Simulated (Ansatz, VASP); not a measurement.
# GaSb3 in VASP and in Ansatz

File INCAR:

```
PREC = Accurate ; ENCUT = 520
EDIFF = 1E-6 ; ISMEAR = 0
SIGMA = 0.15 ; LREAL = F
LASPH = T ; NELM = 80
ALGO = Normal ; ISIF = 2
LWAVE = F ; LCHARG = F
GGA = PS ; NBANDS = 22
```

KPOINTS

```
regular mesh
0
Gamma
  10 10 10
```

File POSCAR:

```
GaSb3
1.0
    0.0000000000      3.5174318644      3.7105388738
    3.5174318644      0.0000000000      3.7105388738
    3.5174318644      3.5174318644      0.0000000000
Ga Sb
1 3
Direct
    0.0000000000      0.0000000000      0.0000000000
    0.2500000000      0.2500000000      0.2500000000
    0.7500000000      0.7500000000      0.7500000000
    0.5000000000      0.5000000000      0.5000000000
```

Input for Ansatz:

```yaml
crystal:
  lattice:
    - [0.0, 3.5174318644, 3.7105388738]
    - [3.5174318644, 0.0, 3.7105388738]
    - [3.5174318644, 3.5174318644, 0.0]
  atoms:
    - { symbol: Ga, position: [0.0, 0.0, 0.0] }
    - { symbol: Sb, position: [0.25, 0.25, 0.25] }
    - { symbol: Sb, position: [0.75, 0.75, 0.75] }
    - { symbol: Sb, position: [0.5, 0.5, 0.5] }
basis:
  ecutwfc: 420
kpoints:
  mp_grid: { grid: [10, 10, 10] }
hamiltonian:
  xc: pbesol
  pseudopotentials: { kind: paw, azcp: { folder: soft_1 } }
scf:
  occupations: { method: gaussian, width: 0.15 }
output:
  forces: true
  stress: true
  eigenvalues: true
  write_density: true
  write_potential: true
  elf: true
  volumetric_format: npy
```

Alike in both runs: task single point; functional PBEsol; k mesh 10 × 10 × 10; occupations gaussian, width 0.15 eV; no spin polarisation.

|  | VASP | Ansatz |
| --- | --- | --- |
| version | VASP 6.6.1 | Ansatz 0.2.0 |
| potentials or method | VASP PAW PBE potentials, release 64 (Ga_d, Sb), cutoff 520 eV | scalar-relativistic, plane waves, PAW |
| valence electrons in the cell | 28 | 58 |

VASP gave:

* gap on the k mesh at the Fermi level (eV): none
* pressure (GPa): 4.2
* traceless stress, the component that is largest in VASP (GPa): -1.65

Question: Estimate Ansatz's values.

Answer: gap on the k mesh at the Fermi level (eV): none; pressure (GPa): 4.2; traceless stress, the component that is largest in VASP (GPa): -1.64.

VASP's potentials were made for PBE, not for PBEsol, and Ansatz warns of the same on its side. A gap of «none» marks a metal or a gap that the smearing closes. With one functional, cell and mesh, what is left measures potentials, basis and numerics. VASP's potentials hold 28 valence electrons a cell and Ansatz's 58, so a difference there can come from the potentials and not from the codes.

Spin-orbit coupling is off throughout.
